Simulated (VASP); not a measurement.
# WS2 (R3m) in VASP: single point with PBE+U

Aim: the single point of WS2 with PBE+U.

Everything below comes from runs of VASP 6.6.1. Logs are shortened: lines on timing, memory, paths and dates and some standing lists are left out, and cuts for length are marked.

## 1. The cell of the first run

It takes space group R3m (No. 160, trigonal). The conventional cell has a = 3.158 Å, b = 3.158 Å, c = 18.490 Å, α = 90.00°, β = 90.00°, γ = 120.00°. Within 3.2 Å of W (site symmetry 3m) lie 6 S at 2.39 to 2.42 Å and 6 W at 3.16 Å. S (site symmetry 3m) has 3 W at 2.39 Å and 7 S at 3.13 to 3.16 Å within 3.2 Å. Within 3.2 Å of S (site symmetry 3m) lie 3 W at 2.42 Å and 7 S at 3.13 to 3.16 Å.

## 2. Single point, PBE+U, collinear spin, ferromagnetic start

INCAR reads:

```
PREC = Accurate
ENCUT = 520
EDIFF = 1E-6
ISMEAR = 0
SIGMA = 0.05
LREAL = False
LASPH = True
NELM = 150
ALGO = Normal
ISIF = 2
LWAVE = False
LCHARG = False
ISPIN = 2
MAGMOM = 1.39 0.06 0.05
LORBIT = 11
NUPDOWN = 2.2
LMAXMIX = 4
LDAU = True
LDAUTYPE = 2
LDAUL = 2 -1
LDAUU = 4 0
LDAUJ = 0 0
LDAUPRINT = 1
GGA = PE
NBANDS = 24
```

KPOINTS reads:

```
Automatic mesh
0
Gamma
  7 7 7
```

POSCAR reads:

```
WS2
1.0
    1.5790001700      0.9116361700      6.1633291500
   -1.5790001700      0.9116361700      6.1633291500
    0.0000000000     -1.8232723400      6.1633291500
W S
1 2
Direct
    0.0000000000      0.0000000000      0.0000000000
    0.7503000000      0.7503000000      0.7503000000
    0.5810000000      0.5810000000      0.5810000000
```

Potentials or basis: VASP PAW PBE potentials, release 64 (W_sv, S).

Command:

```console
cat potpaw_PBE.64/W_sv/POTCAR potpaw_PBE.64/S/POTCAR > POTCAR
mpirun -np 1 vasp_std > vasp.out
```

OUTCAR:

```text
PREC = Accurate
   ENCUT = 520
   EDIFF = 1E-6
   ISMEAR = 0
   LREAL = False
   LASPH = True
   NELM = 150
   ISIF = 2
   ISPIN = 2
   LORBIT = 11
   NUPDOWN = 2.2
   GGA = PE

 ion  position               nearest neighbor table
   1  0.000  0.000  0.000-   2 2.39   2 2.39   2 2.39   3 2.42   3 2.42   3 2.42
   2  0.750  0.750  0.750-   1 2.39   1 2.39   1 2.39
   3  0.581  0.581  0.581-   1 2.42   1 2.42   1 2.42

  LATTYP: Found a trigonal (rhomboedric) cell.
 ALAT       =     6.4273593532
 COS(alpha) =     0.8792939097

  Lattice vectors:

 A1 = (   1.5790001700,   0.9116361700,   6.1633291500)
 A2 = (  -1.5790001700,   0.9116361700,   6.1633291500)
 A3 = (   0.0000000000,  -1.8232723400,   6.1633291500)

Analysis of symmetry for initial positions (statically):
=====================================================================
 Subroutine PRICEL returns:
 Original cell was already a primitive cell.

 Routine SETGRP: Setting up the symmetry group for a
 trigonal (rhombohedral) supercell.

 Subroutine GETGRP returns: Found  6 space group operations
 (whereof  6 operations were pure point group operations)
 out of a pool of 12 trial point group operations.

The static configuration has the point symmetry C_3v.

Analysis of symmetry for dynamics (positions and initial velocities):
=====================================================================
 Subroutine PRICEL returns:
 Original cell was already a primitive cell.

 Routine SETGRP: Setting up the symmetry group for a
 trigonal (rhombohedral) supercell.

 Subroutine GETGRP returns: Found  6 space group operations
 (whereof  6 operations were pure point group operations)
 out of a pool of 12 trial point group operations.

The dynamic configuration has the point symmetry C_3v.

Analysis of structural, dynamic, and magnetic symmetry:
=====================================================================
 Subroutine PRICEL returns:
 Original cell was already a primitive cell.

 Routine SETGRP: Setting up the symmetry group for a
 trigonal (rhombohedral) supercell.

 Subroutine GETGRP returns: Found  6 space group operations
 (whereof  6 operations were pure point group operations)
 out of a pool of 12 trial point group operations.

The overall configuration has the point symmetry C_3v.

 Subroutine INISYM returns: Found  6 space group operations
 (whereof  6 operations are pure point group operations),
 and found     1 'primitive' translations

----------------------------------------------------------------------------------------

                                     Primitive cell

  volume of cell :      53.2317

  direct lattice vectors                    reciprocal lattice vectors
     1.579000170  0.911636170  6.163329150     0.316656077  0.182821472  0.054083325
    -1.579000170  0.911636170  6.163329150    -0.316656077  0.182821472  0.054083325
     0.000000000 -1.823272340  6.163329150     0.000000000 -0.365642944  0.054083325

  length of vectors
     6.427359353  6.427359353  6.427359352     0.369621114  0.369621114  0.369621115

  position of ions in fractional coordinates (direct lattice)
     0.000000000  0.000000000  0.000000000
     0.750300000  0.750300000  0.750300000
     0.581000000  0.581000000  0.581000000

  ion indices of the primitive-cell ions
   primitive index   ion index
                 1           1
                 2           2
[... 67 lines left out ...]
   ISPIN  =      2    spin polarized calculation?
   LNONCOLLINEAR =      F non collinear calculations
   LSORBIT =      F    spin-orbit coupling
   LASPH  =      T    aspherical Exc in radial PAW
   ENCUT  =  520.0 eV  38.22 Ry    6.18 a.u.  11.95 11.95 11.95*2*pi/ulx,y,z
   NELM   =    150;   NELMIN=  2; NELMDL= -5     # of ELM steps
   EDIFF  = 0.1E-05   stopping-criterion for ELM
   LREAL  =      F    real-space projection
   EDIFFG = 0.1E-04   stopping-criterion for IOM
   NSW    =      0    number of steps for IOM
   IBRION =     -1    ionic relax: 0-MD 1-quasi-New 2-CG
   NFREE  =      0    steps in history (QN), initial steepest desc. (CG)
   ISIF   =      2    stress and relaxation
   ISYM   =      2    0-nonsym 1-usesym 2-fastsym
   POTIM  = 0.5000    time-step for ionic-motion
   TEBEG  =    0.0;   TEEND  =   0.0 temperature during run
   PSTRESS=    0.0 pullay stress
   NELECT =      26.0000    total number of electrons
   NUPDOWN=       2.2000    fix difference up-down
   EMIN   =  10.00;   EMAX   =-10.00  energy-range for DOS
   EFERMI =   0.00;   METHOD = LEGACY
   ISMEAR =     0;   SIGMA  =   0.05  broadening in eV -4-tet -1-fermi 0-gaus
   EFERMI_NEDOS =   21; number of points for ismear=-14 and -15
   IALGO  =     38    algorithm
   IMIX   =      4    mixing-type and parameters
     AMIX     =   0.40;   BMIX     =  1.00
     AMIX_MAG =   1.60;   BMIX_MAG =  1.00
  volume/ion in A,a.u.               =      17.74       119.74
  Fermi-wavevector in a.u.,A,eV,Ry     =   1.289266  2.436359 22.615694  1.662207
  Thomas-Fermi vector in A             =   2.421169
   LORBIT       =     11    0 simple, 1 ext, 2 COOP (PROOUT), +10 PAW based schemes
 LDA+U is selected, type is set to LDAUTYPE =  2
   angular momentum for each species LDAUL =     2   -1
   U (eV)           for each species LDAUU =   4.0  0.0
   J (eV)           for each species LDAUJ =   0.0  0.0
   GGA     = PE    functional components
   LHFCALC =     F    Hartree Fock is set to
   AEXX    =    0.0000 exact exchange contribution
   IVDW    =     0    specifies the selected vdW correction
   LEPSILON=     F    determine dielectric tensor
   LRPA    =     F    only Hartree local field effects (RPA)
 spin polarized calculation
 Gauss-broadening in eV      SIGMA  =   0.05
  energy-cutoff  :      520.00
  volume of cell :       53.23
 maximum number of plane-waves:      1442
   NGX = 23   NGY = 23   NGZ = 23

atom =   1  type =  1  l = 2

 onsite density matrix

spin component  1

  0.5786 -0.0000  0.0000 -0.0055 -0.0000
 -0.0000  0.3328  0.0000 -0.0000 -0.0055
  0.0000  0.0000  0.6525  0.0000 -0.0000
 -0.0055 -0.0000  0.0000  0.3328  0.0000
 -0.0000 -0.0055 -0.0000  0.0000  0.5786

spin component  2

  0.1494  0.0000  0.0000  0.0024 -0.0000
  0.0000  0.2883 -0.0000 -0.0000  0.0024
  0.0000 -0.0000  0.0803 -0.0000 -0.0000
  0.0024 -0.0000 -0.0000  0.2883  0.0000
 -0.0000  0.0024 -0.0000  0.0000  0.1494

 occupancies and eigenvectors

  o =  0.0803  v =  0.0000  0.0000  0.0000  0.0000  0.0000  0.0000  0.0000 -1.0000  0.0000 -0.0000      0.0000  0.0000  0.0000  0.0000  0.0000  0.0000  0.0000  0.0000  0.0000  0.0000
  o =  0.1493  v =  0.0000  0.0000  0.0000  0.0000  0.0000  0.0000 -0.0170 -0.0000 -0.0000  0.9999      0.0000  0.0000  0.0000  0.0000  0.0000  0.0000  0.0000  0.0000  0.0000  0.0000
  o =  0.1493  v =  0.0000  0.0000  0.0000  0.0000  0.0000  0.9999  0.0000  0.0000 -0.0170 -0.0000      0.0000  0.0000  0.0000  0.0000  0.0000  0.0000  0.0000  0.0000  0.0000  0.0000
  o =  0.2883  v =  0.0000  0.0000  0.0000  0.0000  0.0000  0.0000 -0.9999  0.0000  0.0000 -0.0170      0.0000  0.0000  0.0000  0.0000  0.0000  0.0000  0.0000  0.0000  0.0000  0.0000
  o =  0.2883  v =  0.0000  0.0000  0.0000  0.0000  0.0000 -0.0170 -0.0000  0.0000 -0.9999 -0.0000      0.0000  0.0000  0.0000  0.0000  0.0000  0.0000  0.0000  0.0000  0.0000  0.0000
  o =  0.3326  v =  0.0000 -0.9997 -0.0000  0.0000 -0.0224  0.0000  0.0000  0.0000  0.0000  0.0000      0.0000  0.0000  0.0000  0.0000  0.0000  0.0000  0.0000  0.0000  0.0000  0.0000
  o =  0.3326  v =  0.0224  0.0000 -0.0000  0.9997  0.0000  0.0000  0.0000  0.0000  0.0000  0.0000      0.0000  0.0000  0.0000  0.0000  0.0000  0.0000  0.0000  0.0000  0.0000  0.0000
  o =  0.5787  v =  0.0000 -0.0224  0.0000 -0.0000  0.9997  0.0000  0.0000  0.0000  0.0000  0.0000      0.0000  0.0000  0.0000  0.0000  0.0000  0.0000  0.0000  0.0000  0.0000  0.0000
  o =  0.5787  v =  0.9997  0.0000  0.0000 -0.0224 -0.0000  0.0000  0.0000  0.0000  0.0000  0.0000      0.0000  0.0000  0.0000  0.0000  0.0000  0.0000  0.0000  0.0000  0.0000  0.0000
  o =  0.6525  v = -0.0000  0.0000  1.0000  0.0000 -0.0000  0.0000  0.0000  0.0000  0.0000  0.0000      0.0000  0.0000  0.0000  0.0000  0.0000  0.0000  0.0000  0.0000  0.0000  0.0000

 number of electron      26.0000001 magnetization       2.2000200

 Free energy of the ion-electron system (eV)
  ---------------------------------------------------
  ext. energy  EPLUGINS =         0.00000000
  ---------------------------------------------------
  free energy    TOTEN  =       -16.71362898 eV

  energy without entropy =      -16.71011278  energy(sigma->0) =      -16.71187088

 E-fermi :   5.8930     XC(G=0): -10.9215

 val. band max:        8.9039259911   @ k =  -0.1429   0.1429   0.0000
 cond. band min:       5.9500046138   @ k =   0.2857   0.1429   0.0000
 fundamental gap:     -2.9539213772
 Fermi energy:         8.9231664628

 spin component 1

 k-point     1 :       0.0000    0.0000    0.0000
  band No.  band energies     occupation
      1     -67.4354      1.00000
      2     -31.8761      1.00000
      3     -31.6849      1.00000
      4     -31.6849      1.00000
      5      -8.2508      1.00000
      6      -6.1634      1.00000
[... 1289 lines left out ...]
     23      19.0977      0.00000
     24      19.7764      0.00000

 [... further k-points ...]
[... 5 lines left out ...]
  --------------------------------------------------------------------------------------
  -------------------------------------------------------------------------------------
  Total        8.5795048      8.5795048      5.1232964     -0.0000000      0.0000000     -0.0000000
  in kB      258.2274872    258.2274854    154.2019008     -0.0000000      0.0000000     -0.0000000
  external PRESSURE =     223.5522912 kB  Pullay stress =       0.0000000 kB

 VOLUME and BASIS-vectors are now :
 -----------------------------------------------------------------------------
  energy-cutoff  :      520.00
  volume of cell :       53.23
      direct lattice vectors                 reciprocal lattice vectors
     1.579000170  0.911636170  6.163329150     0.316656077  0.182821472  0.054083325
    -1.579000170  0.911636170  6.163329150    -0.316656077  0.182821472  0.054083325
     0.000000000 -1.823272340  6.163329150     0.000000000 -0.365642944  0.054083325

 POSITION                                       TOTAL-FORCE (eV/Angst)
 -----------------------------------------------------------------------------------
      0.00000      0.00000      0.00000         0.000000     -0.000000     -0.326811
      0.00000      0.00000     13.87304         0.000000     -0.000000      1.578171
      0.00000      0.00000     10.74268         0.000000      0.000000     -1.251360
 -----------------------------------------------------------------------------------
    total drift:                                0.000000      0.000000     -0.000023

  FREE ENERGIE OF THE ION-ELECTRON SYSTEM (eV)
  ---------------------------------------------------
  free  energy   TOTEN  =       -16.7136289791 eV

  energy  without entropy=      -16.7101127754  energy(sigma->0) =      -16.71187088

 total charge

# of ion       s       p       d       tot
------------------------------------------
    1        2.338   6.330   3.378  12.046
    2        1.359   2.404   0.000   3.763
    3        1.361   2.389   0.000   3.750
--------------------------------------------------
tot          5.058  11.123   3.378  19.559

 magnetization (x)

# of ion       s       p       d       tot
------------------------------------------
    1        0.031   0.035   1.505   1.570
    2        0.006   0.062   0.000   0.067
    3        0.007   0.064   0.000   0.072
--------------------------------------------------
tot          0.044   0.161   1.505   1.710
```

Run time: 7.7 min. Hardware: 1 thread of Intel Xeon 8259CL, shared host; peak memory 0.44 GiB.

Results:

| Property | Result |
| --- | --- |
| Free energy | -16.7136 eV |
| Pressure | 22.4 GPa |
| Largest force | 1.578 eV/Å |
| Net moment | 2.20 μB per cell |
| Site moments | W +1.57; S +0.07 μB |
| Valence electrons inside the program's atomic spheres | W 12.05; S 3.76, 3.75 |

Forces on the atoms (eV/Å):
```
W    0.000  0.000 -0.327
S    0.000  0.000  1.578
S    0.000  0.000 -1.251
```

Eigenvalues of the final occupation matrices:
```
    site  spin  trace               eigenvalues
site 1 d     1   2.48  0.33 0.33 0.58 0.58 0.65
site 1 d     2   0.96  0.08 0.15 0.15 0.29 0.29
```

Caveat: spin-orbit coupling is left out, which moves the levels of the heavy elements; the total moment is fixed, so each spin has its own Fermi level; forces of over 1 eV/Å act on the atoms, so gaps and moduli don't describe the material at rest.
